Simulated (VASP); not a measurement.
# Ti4O in VASP: a series of runs

Runs on Ti4O. Level: PBEsol. Tasks: single point.

Program: VASP 6.6.1. These are calculated values, not measurements. Logs are shortened: lines on timing, memory, paths and dates and some standing lists are left out, and cuts for length are marked.

### Step 1. The cell of the first run

The cell holds a slab with vacuum, 5 atoms: a = 2.868 Å, b = 2.868 Å, c = 26.025 Å, α = 90.00°, β = 90.00°, γ = 120.00°.

### Step 2. Single point, PBEsol

Contents of INCAR:

```
SYSTEM = Ti4O
PREC = Accurate ; ENCUT = 520
EDIFF = 1E-7 ; ISMEAR = 0
SIGMA = 0.1 ; LREAL = .False.
LASPH = .True. ; NELM = 60
ALGO = Normal ; ISIF = 2
LWAVE = .False. ; LCHARG = .True.
LDIPOL = .True. ; IDIPOL = 3
DIPOL = 0.5 0.5 0.501 ; GGA = PS
LELF = .True. ; LVHAR = .True.
LVACPOTAV = .True. ; NBANDS = 35
```

Contents of KPOINTS:

```
regular mesh
0
Gamma
  12 12 1
  0 0 0
```

Contents of POSCAR:

```
Ti4O
1.0
    2.8679135956      0.0000000000      0.0000000000
   -1.4339567978      2.4836860297      0.0000000000
    0.0000000000      0.0000000000     26.0249249357
Ti O
4 1
Direct
    0.6666666667      0.3333333333      0.3266099719
    0.3333333333      0.6666666667      0.4165868556
    0.0000000000      0.0000000000      0.5065084848
    0.6666666667      0.3333333333      0.5971086220
    0.6666666667      0.3333333333      0.6583015323
```

Potentials or basis: VASP PAW PBE potentials, release 64 (Ti_sv, O).

Started as:

```
cat potpaw_PBE.64/Ti_sv/POTCAR potpaw_PBE.64/O/POTCAR > POTCAR
mpirun -np 1 vasp_std > vasp.out
```

OUTCAR:

```text
SYSTEM = Ti4O
   PREC = Accurate
   ENCUT = 520
   EDIFF = 1E-7
   ISMEAR = 0
   LREAL = .False.
   LASPH = .True.
   NELM = 60
   ISIF = 2
   GGA = PS

 ion  position               nearest neighbor table
   1  0.667  0.333  0.327-   2 2.87   2 2.87   2 2.87
   2  0.333  0.667  0.417-   3 2.87   3 2.87   3 2.87   1 2.87   1 2.87   1 2.87
   3  0.000  0.000  0.507-   2 2.87   2 2.87   2 2.87   4 2.88   4 2.88   4 2.88
   4  0.667  0.333  0.597-   5 1.59   3 2.88   3 2.88   3 2.88
   5  0.667  0.333  0.658-   4 1.59

  LATTYP: Found a hexagonal cell.
 ALAT       =     2.8679135956
 C/A-ratio  =     9.0745149978

  Lattice vectors:

 A1 = (   2.8679135956,   0.0000000000,   0.0000000000)
 A2 = (  -1.4339567978,   2.4836860297,   0.0000000000)
 A3 = (   0.0000000000,   0.0000000000,  26.0249249357)

Analysis of symmetry for initial positions (statically):
=====================================================================
 Subroutine PRICEL returns:
 Original cell was already a primitive cell.

 Routine SETGRP: Setting up the symmetry group for a
 hexagonal supercell.

 Subroutine GETGRP returns: Found  6 space group operations
 (whereof  6 operations were pure point group operations)
 out of a pool of 24 trial point group operations.

The static configuration has the point symmetry C_3v.

Analysis of symmetry for dynamics (positions and initial velocities):
=====================================================================
 Subroutine PRICEL returns:
 Original cell was already a primitive cell.

 Routine SETGRP: Setting up the symmetry group for a
 hexagonal supercell.

 Subroutine GETGRP returns: Found  6 space group operations
 (whereof  6 operations were pure point group operations)
 out of a pool of 24 trial point group operations.

The dynamic configuration has the point symmetry C_3v.

 Subroutine INISYM returns: Found  6 space group operations
 (whereof  6 operations are pure point group operations),
 and found     1 'primitive' translations

----------------------------------------------------------------------------------------

                                     Primitive cell

  volume of cell :     185.3755

  direct lattice vectors                    reciprocal lattice vectors
     2.867913596  0.000000000  0.000000000     0.348685540  0.201313690  0.000000000
    -1.433956798  2.483686030  0.000000000     0.000000000  0.402627380  0.000000000
     0.000000000  0.000000000 26.024924936     0.000000000  0.000000000  0.038424703

  length of vectors
     2.867913596  2.867913596 26.024924936     0.402627380  0.402627380  0.038424703

  position of ions in fractional coordinates (direct lattice)
     0.666666667  0.333333333  0.326609972
     0.333333333  0.666666667  0.416586856
     0.000000000  0.000000000  0.506508485
     0.666666667  0.333333333  0.597108622
     0.666666667  0.333333333  0.658301532

  ion indices of the primitive-cell ions
   primitive index   ion index
                 1           1
                 2           2
                 3           3
                 4           4
                 5           5

----------------------------------------------------------------------------------------

 KPOINTS: regular mesh

Automatic generation of k-mesh.
 Grid dimensions read from file:
 generate k-points for:   12   12    1

 Generating k-lattice:

  Cartesian coordinates                     Fractional coordinates (reciprocal lattice)
     0.029057128  0.016776141  0.000000000     0.083333333  0.000000000  0.000000000
     0.000000000  0.033552282  0.000000000     0.000000000  0.083333333  0.000000000
     0.000000000  0.000000000  0.038424703     0.000000000  0.000000000  1.000000000

  Length of vectors
     0.033552282  0.033552282  0.038424703

  Shift w.r.t. Gamma in fractional coordinates (k-lattice)
     0.000000000  0.000000000  0.000000000

 Subroutine IBZKPT returns following result:
 ===========================================

 Found     19 irreducible k-points:

 Following reciprocal coordinates:
            Coordinates               Weight
  0.000000  0.000000  0.000000      1.000000
  0.083333 -0.000000  0.000000      6.000000
  0.166667  0.000000  0.000000      6.000000
  0.250000  0.000000  0.000000      6.000000
  0.333333  0.000000  0.000000      6.000000
  0.416667  0.000000  0.000000      6.000000
[... 11 lines left out ...]
  0.333333  0.250000  0.000000     12.000000
  0.333333  0.333333  0.000000      2.000000
   k-points           NKPTS =     19   k-points in BZ     NKDIM =     19   number of bands    NBANDS=     35
   number of dos      NEDOS =    301   number of ions     NIONS =      5
   total plane-waves  NPLWV = 112896
   dimension x,y,z NGX =    24 NGY =   24 NGZ =  196
   dimension x,y,z NGXF=    48 NGYF=   48 NGZF=  392
   ions per type =               4   1
   NGX,Y,Z   is equivalent  to a cutoff of  13.91, 13.91, 12.52 a.u.
   NGXF,Y,Z  is equivalent  to a cutoff of  27.82, 27.82, 25.04 a.u.
 SYSTEM =  Ti4O
   PREC   = accura    normal or accurate (medium, high low for compatibility)
   ISTART =      0    job   : 0-new  1-cont  2-samecut
   ICHARG =      2    charge: 1-file 2-atom 10-const
   ISPIN  =      1    spin polarized calculation?
   LNONCOLLINEAR =      F non collinear calculations
   LSORBIT =      F    spin-orbit coupling
   LASPH  =      T    aspherical Exc in radial PAW
   ENCUT  =  520.0 eV  38.22 Ry    6.18 a.u.   5.33  5.33 48.39*2*pi/ulx,y,z
   NELM   =     60;   NELMIN=  2; NELMDL= -5     # of ELM steps
   EDIFF  = 0.1E-06   stopping-criterion for ELM
   LREAL  =      F    real-space projection
   EDIFFG = 0.1E-05   stopping-criterion for IOM
   NSW    =      0    number of steps for IOM
   IBRION =     -1    ionic relax: 0-MD 1-quasi-New 2-CG
   NFREE  =      0    steps in history (QN), initial steepest desc. (CG)
   ISIF   =      2    stress and relaxation
   ISYM   =      2    0-nonsym 1-usesym 2-fastsym
   POTIM  = 0.5000    time-step for ionic-motion
   TEBEG  =    0.0;   TEEND  =   0.0 temperature during run
   PSTRESS=    0.0 pullay stress
   NELECT =      54.0000    total number of electrons
   NUPDOWN=      -1.0000    fix difference up-down
   EMIN   =  10.00;   EMAX   =-10.00  energy-range for DOS
   EFERMI =   0.00;   METHOD = LEGACY
   ISMEAR =     0;   SIGMA  =   0.10  broadening in eV -4-tet -1-fermi 0-gaus
   EFERMI_NEDOS =   21; number of points for ismear=-14 and -15
   IALGO  =     38    algorithm
   IMIX   =      4    mixing-type and parameters
     AMIX     =   0.40;   BMIX     =  1.00
     AMIX_MAG =   1.60;   BMIX_MAG =  1.00
  volume/ion in A,a.u.               =      37.08       250.20
  Fermi-wavevector in a.u.,A,eV,Ry     =   1.085231  2.050788 16.023926  1.177725
  Thomas-Fermi vector in A             =   2.221339
   LORBIT       =      0    0 simple, 1 ext, 2 COOP (PROOUT), +10 PAW based schemes
   GGA     = PS    functional components
   LHFCALC =     F    Hartree Fock is set to
   AEXX    =    0.0000 exact exchange contribution
   IVDW    =     0    specifies the selected vdW correction
   LEPSILON=     F    determine dielectric tensor
   LRPA    =     F    only Hartree local field effects (RPA)
 non-spin polarized calculation
 Gauss-broadening in eV      SIGMA  =   0.10
  energy-cutoff  :      520.00
  volume of cell :      185.38
 maximum number of plane-waves:      5023
 NGX is ok and might be reduce to    24
   NGX = 11   NGY = 11   NGZ = 97

 dipolmoment           0.000000      0.000000     -0.033348 electrons x Angstroem

 number of electron      54.0000001 magnetization

 dipolmoment           0.000000      0.000000      0.159043 electrons x Angstroem

 Free energy of the ion-electron system (eV)
  ---------------------------------------------------
  ext. energy  EPLUGINS =         0.00000000
  ---------------------------------------------------
  free energy    TOTEN  =       -38.95351215 eV

  energy without entropy =      -38.92766184  energy(sigma->0) =      -38.94058700

 E-fermi :  -0.9181     XC(G=0):  -5.3831

 val. band max:       -0.9210826598   @ k =   0.2500   0.0833   0.0000
 cond. band min:      -0.8463198232   @ k =   0.3333   0.3333   0.0000
 fundamental gap:      0.0747628367
 Fermi energy:        -0.9180539819

 k-point     1 :       0.0000    0.0000    0.0000
  band No.  band energies     occupation
      1     -57.5136      2.00000
      2     -57.3494      2.00000
      3     -57.2682      2.00000
      4     -56.6053      2.00000
      5     -34.0443      2.00000
      6     -33.8076      2.00000
[... 27 lines left out ...]
     34       0.4907      0.00000
     35       0.6361      0.00000

 k-point     2 :       0.0833   -0.0000    0.0000
  band No.  band energies     occupation
      1     -57.5067      2.00000
      2     -57.3423      2.00000
      3     -57.2627      2.00000
      4     -56.5988      2.00000
      5     -34.0317      2.00000
      6     -33.8026      2.00000
[... 27 lines left out ...]
     34       0.4957      0.00000
     35       0.5900      0.00000

 k-point     3 :       0.1667    0.0000    0.0000
  band No.  band energies     occupation
      1     -57.4879      2.00000
      2     -57.3228      2.00000
      3     -57.2478      2.00000
      4     -56.5810      2.00000
      5     -33.9981      2.00000
      6     -33.7948      2.00000
[... 27 lines left out ...]
     34       0.6724      0.00000
     35       0.6864      0.00000
[... 533 lines left out ...]
 k-point    18 :       0.3333    0.2500    0.0000
  band No.  band energies     occupation
      1     -57.4006      2.00000
      2     -57.2292      2.00000
      3     -57.1814      2.00000
      4     -56.4981      2.00000
      5     -34.0261      2.00000
      6     -33.9260      2.00000
[... 27 lines left out ...]
     34       1.3923      0.00000
     35       1.8210      0.00000

 k-point    19 :       0.3333    0.3333    0.0000
  band No.  band energies     occupation
      1     -57.3971      2.00000
      2     -57.2253      2.00000
      3     -57.1789      2.00000
      4     -56.4947      2.00000
      5     -33.9658      2.00000
      6     -33.9465      2.00000
[... 27 lines left out ...]
     34       1.1586      0.00000
     35       1.8471      0.00000

------------------------ aborting loop because EDIFF is reached ----------------------------------------

  FORCE on cell =-STRESS in cart. coord.  units (eV):
  Direction    XX          YY          ZZ          XY          YZ          ZX
  --------------------------------------------------------------------------------------
  -------------------------------------------------------------------------------------
  Total        2.4471631      2.4471631     -0.4689730     -0.0000000      0.0000000     -0.0000000
  in kB       21.1505298     21.1505298     -4.0532763     -0.0000000      0.0000000     -0.0000000
  external PRESSURE =      12.7492611 kB  Pullay stress =       0.0000000 kB

 VOLUME and BASIS-vectors are now :
 -----------------------------------------------------------------------------
  energy-cutoff  :      520.00
  volume of cell :      185.38
      direct lattice vectors                 reciprocal lattice vectors
     2.867913596  0.000000000  0.000000000     0.348685540  0.201313690  0.000000000
    -1.433956798  2.483686030  0.000000000     0.000000000  0.402627380  0.000000000
     0.000000000  0.000000000 26.024924936     0.000000000  0.000000000  0.038424703

 POSITION                                       TOTAL-FORCE (eV/Angst)
 -----------------------------------------------------------------------------------
      1.43396      0.82790      8.50000         0.000000      0.000000      0.486365
     -0.00000      1.65579     10.84164        -0.000000      0.000000     -0.472814
      0.00000      0.00000     13.18185        -0.000000      0.000000      0.011302
      1.43396      0.82790     15.53971        -0.000000      0.000000     -0.526509
      1.43396      0.82790     17.13225         0.000000     -0.000000      0.501655
 -----------------------------------------------------------------------------------
    total drift:                               -0.000000      0.000000      0.000814

  FREE ENERGIE OF THE ION-ELECTRON SYSTEM (eV)
  ---------------------------------------------------
  free  energy   TOTEN  =       -38.9535121535 eV

  energy  without entropy=      -38.9276618438  energy(sigma->0) =      -38.94058700

 vacuum level on the upper side and lower side of the slab         7.790         3.749
```

Wall time 2.7 min (1 thread of Intel Xeon 6975P-C (Granite Rapids), shared host); peak memory 0.37 GiB.

What came out:

```
Free energy            : -38.9535 eV
Largest force          : 0.527 eV/Å
Band gap on the k mesh : zero (band 27 reaches -0.40 eV, above the bottom of band 28 at -1.07 eV)
```

Forces on the atoms (eV/Å):
```
Ti   0.000  0.000  0.486
Ti   0.000  0.000 -0.473
Ti   0.000  0.000  0.011
Ti   0.000  0.000 -0.527
O    0.000  0.000  0.502
```

Levels at points of the mesh, in eV from the Fermi level:
```csv
k point,band 24,band 25,band 26,band 27,band 28,band 29,band 30,band 31
"(0.00, 0.00, 0.00)",-1.08,-0.09,0.34,0.51,0.80,0.80,0.97,0.97
"(0.50, 0.00, 0.00)",-1.59,-1.45,-0.88,-0.12,0.53,0.75,1.03,1.30
```

Caveat: the PAW data sets were made with another functional, which shifts forces and pressure a little.

### Step 3. Single point, PBEsol

Contents of INCAR:

```
SYSTEM = Ti4O
PREC = Accurate
ENCUT = 520
EDIFF = 1E-7
ISMEAR = 0
SIGMA = 0.1
LREAL = .False.
LASPH = .True.
NELM = 80
ALGO = Normal
ISIF = 2
LWAVE = .False.
LCHARG = .False.
LDIPOL = .True.
IDIPOL = 3
DIPOL = 0.5 0.5 0.497
GGA = PS
NBANDS = 35
```

Contents of KPOINTS:

```
Automatic mesh
0
Gamma
  12 12 1
  0 0 0
```

Contents of POSCAR:

```
Ti4O
1.0
    2.8679135956      0.0000000000      0.0000000000
   -1.4339567978      2.4836860297      0.0000000000
    0.0000000000      0.0000000000     26.0249249357
Ti O
4 1
Direct
    0.6666666667      0.3333333333      0.3266099719
    0.3333333333      0.6666666667      0.4165868556
    0.0000000000      0.0000000000      0.5057288986
    0.6666666667      0.3333333333      0.6003799191
    0.3333333333      0.6666666667      0.6348564679
```

Potentials or basis: VASP PAW PBE potentials, release 64 (Ti_sv, O).

Started as:

```
cat potpaw_PBE.64/Ti_sv/POTCAR potpaw_PBE.64/O/POTCAR > POTCAR
mpirun -np 1 vasp_std > vasp.out
```

OUTCAR:

```text
SYSTEM = Ti4O
   PREC = Accurate
   ENCUT = 520
   EDIFF = 1E-7
   ISMEAR = 0
   LREAL = .False.
   LASPH = .True.
   NELM = 80
   ISIF = 2
   GGA = PS

 ion  position               nearest neighbor table
   1  0.667  0.333  0.327-   2 2.87   2 2.87   2 2.87
   2  0.333  0.667  0.417-   3 2.85   3 2.85   3 2.85   1 2.87   1 2.87   1 2.87
   3  0.000  0.000  0.506-   2 2.85   2 2.85   2 2.85
   4  0.667  0.333  0.600-   5 1.88   5 1.88   5 1.88
   5  0.333  0.667  0.635-   4 1.88   4 1.88   4 1.88
[... 926 lines left out ...]
  -------------------------------------------------------------------------------------
  Total        2.6656320      2.6656320     -1.1626432      0.0000000      0.0000000      0.0000000
  in kB       23.0387295     23.0387295    -10.0485820      0.0000000      0.0000000      0.0000000
  external PRESSURE =      12.0096257 kB  Pullay stress =       0.0000000 kB

 VOLUME and BASIS-vectors are now :
 -----------------------------------------------------------------------------
  energy-cutoff  :      520.00
  volume of cell :      185.38
      direct lattice vectors                 reciprocal lattice vectors
     2.867913596  0.000000000  0.000000000     0.348685540  0.201313690  0.000000000
    -1.433956798  2.483686030  0.000000000     0.000000000  0.402627380  0.000000000
     0.000000000  0.000000000 26.024924936     0.000000000  0.000000000  0.038424703

 POSITION                                       TOTAL-FORCE (eV/Angst)
 -----------------------------------------------------------------------------------
      1.43396      0.82790      8.50000         0.000000      0.000000      0.489904
     -0.00000      1.65579     10.84164         0.000000     -0.000000     -0.476899
      0.00000      0.00000     13.16156        -0.000000      0.000000     -0.007748
      1.43396      0.82790     15.62484        -0.000000      0.000000     -0.087642
     -0.00000      1.65579     16.52209         0.000000     -0.000000      0.082385
 -----------------------------------------------------------------------------------
    total drift:                               -0.000000      0.000000      0.000369

  FREE ENERGIE OF THE ION-ELECTRON SYSTEM (eV)
  ---------------------------------------------------
  free  energy   TOTEN  =       -41.8919806222 eV

  energy  without entropy=      -41.8593102551  energy(sigma->0) =      -41.87564544

 vacuum level on the upper side and lower side of the slab         5.581         5.000
```

stdout:

```text
POSCAR found type information on POSCAR TiO
 POSCAR found :  2 types and       5 ions
 scaLAPACK will be used
 -----------------------------------------------------------------------------
|                                                                             |
|                                                                             |
|     You enforced a specific xc type in the INCAR file but a different       |
|     I HOPE YOU KNOW WHAT YOU ARE DOING!                                     |
|                                                                             |
 -----------------------------------------------------------------------------

 LDA part: xc-table for (Slater+PW92), standard interpolation
 POSCAR, INCAR and KPOINTS ok, starting setup
 FFT: planning ... GRIDC
 FFT: planning ... GRID_SOFT
 FFT: planning ... GRID
 WAVECAR not read
 entering main loop
```

It took 2.3 min on 1 thread of Intel Xeon 6975P-C (Granite Rapids), shared host; peak memory 0.37 GiB.

What came out:

```
Free energy            : -41.8920 eV
Largest force          : 0.490 eV/Å
Band gap on the k mesh : zero (band 27 reaches 0.95 eV, above the bottom of band 28 at -0.01 eV)
```

Forces on the atoms (eV/Å):
```
Ti   0.000  0.000  0.490
Ti   0.000  0.000 -0.477
Ti   0.000  0.000 -0.008
Ti   0.000  0.000 -0.088
O    0.000  0.000  0.082
```

Caveat: the PAW data sets were made with another functional, which shifts forces and pressure a little.

### Step 4. Single point, PBEsol

Contents of INCAR:

```
PREC = Accurate
ENCUT = 520
EDIFF = 1E-7
ISMEAR = 0
SIGMA = 0.1
LREAL = F
LASPH = T
NELM = 80
ALGO = Normal
ISIF = 2
LWAVE = F
LCHARG = F
LDIPOL = T
IDIPOL = 3
DIPOL = 0.5 0.5 0.497
GGA = PS
NBANDS = 35
```

Contents of KPOINTS:

```
Automatic mesh
0
Gamma
  12 12 1
```

Contents of POSCAR:

```
Ti4O
1.0
    2.8679135956      0.0000000000      0.0000000000
   -1.4339567978      2.4836860297      0.0000000000
    0.0000000000      0.0000000000     26.0249249357
Ti O
4 1
Direct
    0.6666666667      0.3333333333      0.3266099719
    0.3333333333      0.6666666667      0.4165868556
   -0.0000782235      0.0000782235      0.5056882835
    0.6664022547      0.3335977453      0.6003602213
    0.3330391495     -0.3330391495      0.6348331614
```

Started as:

```
cat potpaw_PBE.64/Ti_sv/POTCAR potpaw_PBE.64/O/POTCAR > POTCAR
mpirun -np 1 vasp_std > vasp.out
```

Wall time 5.1 min (1 thread of Intel Xeon 6975P-C (Granite Rapids), shared host); peak memory 0.45 GiB.

Results (log left out):

| Property | Result |
| --- | --- |
| Free energy | -41.8920 eV |
| Largest force | 0.489 eV/Å |
| Band gap on the k mesh | zero (band 27 reaches 0.95 eV, above the bottom of band 28 at -0.01 eV) |

Forces on the atoms (eV/Å):
```
Ti   0.000  0.000  0.489
Ti   0.000  0.000 -0.479
Ti   0.000  0.000 -0.002
Ti  -0.001  0.000 -0.090
O    0.001 -0.001  0.083
```

Levels at points of the mesh, in eV from the Fermi level:
```
           k point  band 24  band 25  band 26  band 27  band 28  band 29  band 30  band 31
(0.00, 0.00, 0.00)    -0.97    -0.06     0.43     0.64     0.82     0.82     1.02     1.02
(0.50, 0.00, 0.00)    -1.59    -1.17    -0.46     0.07     0.48     0.89     1.09     1.13
(0.50, 0.50, 0.00)    -1.59    -1.17    -0.46     0.07     0.48     0.89     1.09     1.13
```

Caveat: the PAW data sets were made with another functional, which shifts forces and pressure a little.
